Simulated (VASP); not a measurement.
# C (P-1) in VASP: further runs, part 2 of 2

VASP 6.6.1.

## (3) Single point, PBEsol (the part above a cut slid along it)

File INCAR:

```
SYSTEM = C
ALGO = Normal ; EDIFF = 1E-6
ENCUT = 520 ; GGA = PS
ISIF = 2 ; ISMEAR = 0
LASPH = .TRUE. ; LCHARG = .FALSE.
LREAL = .FALSE. ; LWAVE = .FALSE.
NBANDS = 31 ; NELM = 60
PREC = Accurate ; SIGMA = 0.05
```

File KPOINTS:

```
k-points
0
G
  11 7 3
  0 0 0
```

File POSCAR:

```
C
1.0
   -2.1294220588     -1.2294315772      0.0088643343
    1.3950280734      0.0000000000     -3.6324024213
    5.8008578210     -8.8109263031      0.5802847896
C
10
Direct
    0.8222021784      0.1110711175      0.0666694635
    0.3888688450      0.1444044509      0.2666694635
   -0.0444644883      0.1777377842      0.4666694635
    0.5222021783      0.2110711176      0.6666694635
    0.0888688450      0.2444044509      0.8666694635
    0.6111311550     -0.7444044509      0.9333305365
    0.3444644883      0.1222622158      0.1333305365
    0.9111311550      0.1555955491      0.3333305365
    0.4777978217      0.1889288825      0.5333305365
    0.0444644883      0.2222622158      0.7333305365
```

Potentials or basis: VASP PAW PBE potentials, release 64 (C).

Launch:

```
$ cat potpaw_PBE.64/C/POTCAR > POTCAR
$ mpirun -np 1 vasp_std > vasp.out
```

OUTCAR:

```text
SYSTEM = C
   EDIFF = 1E-6
   ENCUT = 520
   GGA = PS
   ISIF = 2
   ISMEAR = 0
   LASPH = .TRUE.
   LREAL = .FALSE.
   NELM = 60
   PREC = Accurate

 ion  position               nearest neighbor table
   1  0.822  0.111  0.067-   7 1.42   7 1.42   6 1.56
   2  0.389  0.144  0.267-   8 1.42   8 1.42   7 1.42
   3  0.956  0.178  0.467-   9 1.42   9 1.42   8 1.42
   4  0.522  0.211  0.667-  10 1.42  10 1.42   9 1.42
   5  0.089  0.244  0.867-   6 1.42   6 1.42  10 1.42
[... 1044 lines left out ...]
  in kB      160.7563225   -104.1990799    -16.4671071   -131.5413673     20.6706541     61.7484682
  external PRESSURE =      13.3633785 kB  Pullay stress =       0.0000000 kB

 VOLUME and BASIS-vectors are now :
 -----------------------------------------------------------------------------
  energy-cutoff  :      520.00
  volume of cell :       94.94
      direct lattice vectors                 reciprocal lattice vectors
    -2.129422059 -1.229431577  0.008864334    -0.337093462 -0.230458806 -0.129461108
     1.395028073  0.000000000 -3.632402421     0.006691532 -0.013556400 -0.272730003
     5.800857821 -8.810926303  0.580284790     0.047036297 -0.081338402  0.018064341

 POSITION                                       TOTAL-FORCE (eV/Angst)
 -----------------------------------------------------------------------------------
     -1.20913     -1.59826     -0.35748         5.261088      2.854564     -2.671369
      0.92029     -2.82769     -0.36634         0.665495      0.161588      0.491962
      0.92029     -5.28656     -0.36634         0.064107      0.051227     -0.062048
      3.04972     -6.51599     -0.37521         0.034440      0.056401      0.045122
      5.17914     -7.74542     -0.38407        -0.168608      0.943522     -0.822428
      4.46932     -8.97485     -0.38141        -5.261088     -2.854564      2.671369
      0.21048     -1.59826     -0.36368         0.168608     -0.943522      0.822428
      0.21048     -4.05712     -0.36368        -0.034440     -0.056401     -0.045122
      2.33990     -5.28656     -0.37255        -0.064107     -0.051227      0.062048
      4.46932     -6.51599     -0.38141        -0.665495     -0.161588     -0.491962
 -----------------------------------------------------------------------------------
    total drift:                               -0.000000     -0.000000      0.000003

  FREE ENERGIE OF THE ION-ELECTRON SYSTEM (eV)
  ---------------------------------------------------
  free  energy   TOTEN  =       -93.8439493523 eV

  energy  without entropy=      -93.8439462222  energy(sigma->0) =      -93.84394779
```

OSZICAR:

```text
N       E                     dE             d eps       ncg     rms          rms(c)
DAV:   1     0.138637167457E+03    0.13864E+03   -0.20264E+04  7192   0.119E+03
DAV:   2    -0.880910622041E+02   -0.22673E+03   -0.21801E+03  9282   0.254E+02
DAV:   3    -0.996109405452E+02   -0.11520E+02   -0.11440E+02  9154   0.563E+01
DAV:   4    -0.997750125337E+02   -0.16407E+00   -0.16385E+00  9785   0.749E+00
DAV:   5    -0.997786606082E+02   -0.36481E-02   -0.36473E-02  9512   0.104E+00    0.142E+01
DAV:   6    -0.952617527112E+02    0.45169E+01   -0.42724E+00  8895   0.939E+00    0.819E+00
DAV:   7    -0.938247719491E+02    0.14370E+01   -0.47770E+00  8820   0.100E+01    0.207E+00
DAV:   8    -0.938411944370E+02   -0.16422E-01   -0.18685E-01  8577   0.201E+00    0.425E-01
DAV:   9    -0.938432021805E+02   -0.20077E-02   -0.69086E-03  9599   0.468E-01    0.972E-02
DAV:  10    -0.938437770930E+02   -0.57491E-03   -0.82261E-04  8983   0.159E-01    0.434E-02
DAV:  11    -0.938439133463E+02   -0.13625E-03   -0.12738E-04  8951   0.600E-02    0.196E-02
DAV:  12    -0.938439459425E+02   -0.32596E-04   -0.46167E-05  8702   0.363E-02    0.623E-03
DAV:  13    -0.938439488221E+02   -0.28796E-05   -0.51083E-06  9714   0.120E-02    0.239E-03
DAV:  14    -0.938439493523E+02   -0.53020E-06   -0.88477E-07  6226   0.491E-03
   1 F= -.93843949E+02 E0= -.93843948E+02  d E =-.313016E-05
```

stdout:

```text
POSCAR found type information on POSCAR C
 POSCAR found :  1 types and      10 ions
 scaLAPACK will be used
 -----------------------------------------------------------------------------
|                                                                             |
|                                                                             |
|     You enforced a specific xc type in the INCAR file but a different       |
|     I HOPE YOU KNOW WHAT YOU ARE DOING!                                     |
|                                                                             |
 -----------------------------------------------------------------------------

 LDA part: xc-table for (Slater+PW92), standard interpolation
 POSCAR, INCAR and KPOINTS ok, starting setup
 FFT: planning ... GRIDC
 FFT: planning ... GRID_SOFT
 FFT: planning ... GRID
 WAVECAR not read
 entering main loop
```

Run time: 4.2 min. Hardware: 1 thread of AMD EPYC 7R13 (Zen 3), shared host; peak memory 0.31 GiB.

Results:

| Property | Result |
| --- | --- |
| Free energy | -93.8439 eV |
| Pressure | 1.3 GPa |
| Largest force | 6.555 eV/Å |

Forces in eV/Å, atoms in the order of the input:
```
C    5.261  2.855 -2.671
C    0.665  0.162  0.492
C    0.064  0.051 -0.062
C    0.034  0.056  0.045
C   -0.169  0.944 -0.822
C   -5.261 -2.855  2.671
C    0.169 -0.944  0.822
C   -0.034 -0.056 -0.045
C   -0.064 -0.051  0.062
C   -0.665 -0.162 -0.492
```

Stress tensor (GPa, compression positive):
```
 16.08 -13.15   6.17
-13.15 -10.42   2.07
  6.17   2.07  -1.65
```

Caveat: the cell differs from its parent crystal (the part above a cut slid along it); the stress differs along the axes, from -10 to 16 GPa; this functional lacks dispersion, which binds layers or chains, so the pressure and a relaxed spacing across them are unreliable; the PAW data sets were made with another functional, which shifts forces and pressure a little.

## (4) Single point, PBEsol (the part above a cut slid along it)

File INCAR:

```
SYSTEM = C
PREC = Accurate
ENCUT = 520
EDIFF = 1E-7
ISMEAR = 0
SIGMA = 0.05
LREAL = .FALSE.
LASPH = .TRUE.
NELM = 100
ALGO = Normal
ISIF = 2
LWAVE = .FALSE.
LCHARG = .FALSE.
GGA = PS
NBANDS = 31
```

File KPOINTS:

```
regular mesh
0
G
  11 7 3
  0 0 0
```

File POSCAR:

```
C
1.0
   -2.1294220588     -1.2294315772      0.0088643343
    1.3950280734      0.0000000000     -3.6324024213
    3.4512243996     -9.6305473545      3.0077959600
C
10
Direct
    0.7777558694      0.1555174265      0.0666694635
    0.2110892027      0.3221840932      0.2666694635
   -0.3555774640      0.4888507599      0.4666694635
    0.0777558693      0.6555174266      0.6666694635
   -0.4889107973      0.8221840932      0.8666694635
   -0.0110892027     -0.1221840932      0.9333305365
    0.2555774640      0.2111492401      0.1333305365
    0.6889107973      0.3778159068      0.3333305365
    0.1222441306      0.5444825734      0.5333305365
   -0.4444225360      0.7111492401      0.7333305365
```

Launch:

```
$ cat potpaw_PBE.64/C/POTCAR > POTCAR
$ mpirun -np 1 vasp_std > vasp.out
```

Wall time 4.6 min (1 thread of AMD EPYC 7R13 (Zen 3), shared host); peak memory 0.31 GiB.

The run converged. Its results:

```yaml
Free_energy: -93.7005 eV
Pressure: -2.7 GPa
Largest_force: 5.842 eV/Å
```

Forces in eV/Å, atoms in the order of the input:
```
C   -5.156 -0.936  2.582
C   -0.251 -0.579 -0.423
C   -0.001 -0.113  0.050
C    0.021 -0.124 -0.023
C   -0.089 -0.722  0.229
C    5.156  0.936 -2.582
C    0.089  0.722 -0.229
C   -0.021  0.124  0.023
C    0.001  0.113 -0.050
C    0.251  0.579  0.423
```

Stress tensor (GPa, compression positive):
```
-16.92   7.80   5.84
  7.80  10.63   0.69
  5.84   0.69  -1.94
```

Caveat: the cell differs from its parent crystal (the part above a cut slid along it); the stress differs along the axes, from -17 to 11 GPa; this functional lacks dispersion, which binds layers or chains, so the pressure and a relaxed spacing across them are unreliable; the PAW data sets were made with another functional, which shifts forces and pressure a little.

## (5) The runs side by side

```tsv
cell	pressure (GPa)	largest force (eV/Å)
a = 2.459, b = 3.891, c = 10.506 Å, angles 95.8, 88.9, 108.3°, 10 atoms	-3.8	4.98
a = 2.459, b = 3.891, c = 10.565 Å, angles 81.6, 93.3, 108.3°, 10 atoms	1.3	6.55
a = 2.459, b = 3.891, c = 10.663 Å, angles 98.5, 80.1, 108.3°, 10 atoms	-2.7	5.84
```

Alike in all rows: task single point; level PBEsol; potentials or basis VASP PAW PBE potentials, release 64 (C); no spin polarisation; k mesh 11 × 7 × 3; cutoff (eV) 520; smearing gaussian 0.05 eV.

Caveats: this functional lacks dispersion, which binds layers or chains, so the pressure and a relaxed spacing across them are unreliable; the PAW data sets were made with another functional, which shifts forces and pressure a little; the stress differs along the axes, from -12 to 3 GPa (at least some runs); the stress differs along the axes, from -10 to 16 GPa (at least some runs); the stress differs along the axes, from -17 to 11 GPa (at least some runs).

Absolute energies hang on the potentials; compare differences alone.
